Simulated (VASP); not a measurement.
The system is FeGe.

```xyz
8
Lattice="4.5035 0.0000 0.0000 0.0000 4.5035 0.0000 0.0000 0.0000 4.5035" Properties=species:S:1:pos:R:3 pbc="T T T"
Fe    0.6090    0.6090    0.6090
Fe    1.6428    3.8945    2.8607
Fe    2.8607    1.6428    3.8945
Fe    3.8945    2.8607    1.6428
Ge    3.7913    3.7913    3.7913
Ge    2.9639    0.7122    1.5396
Ge    1.5396    2.9639    0.7122
Ge    0.7122    1.5396    2.9639
```

```yaml
Program: VASP 6.6.1
Task: relaxation of the atoms
Functional: PBE
Potentials_or_basis: VASP PAW PBE potentials, release 64 (Fe, Ge_d)
Cutoff: 520 eV
k_mesh: 10 × 10 × 10
Occupations: gaussian, width 0.03 eV
Spin: no spin polarisation
```

At the start: pressure 20.5 GPa; volume 11.42 Å³/atom.

**Question.** Where does the relaxation end?

**Answer.** Over 5 steps the energy falls by 2.7 meV/atom at a fixed cell; space group P2_13 (No. 198, to 0.1 Å) before and after.

The path:
```tsv
step	energy change (eV)	largest force (eV/Å)	pressure (GPa)
1	0.0000	0.3126	20.47
2	-0.0203	0.0777	20.14
3	-0.0207	0.0437	20.16
4	-0.0212	0.0148	20.00
5	-0.0213	0.0027	19.95
```

Final structure:
```
Fe Ge
1.0
     4.50346    0.00000    0.00000
     0.00000    4.50346    0.00000
     0.00000    0.00000    4.50346
Fe Ge
4 4
Direct
  0.13796 0.13796 0.13796
  0.36204 0.86204 0.63796
  0.63796 0.36204 0.86204
  0.86204 0.63796 0.36204
  0.84006 0.84006 0.84006
  0.65994 0.15994 0.34006
  0.34006 0.65994 0.15994
  0.15994 0.34006 0.65994
```
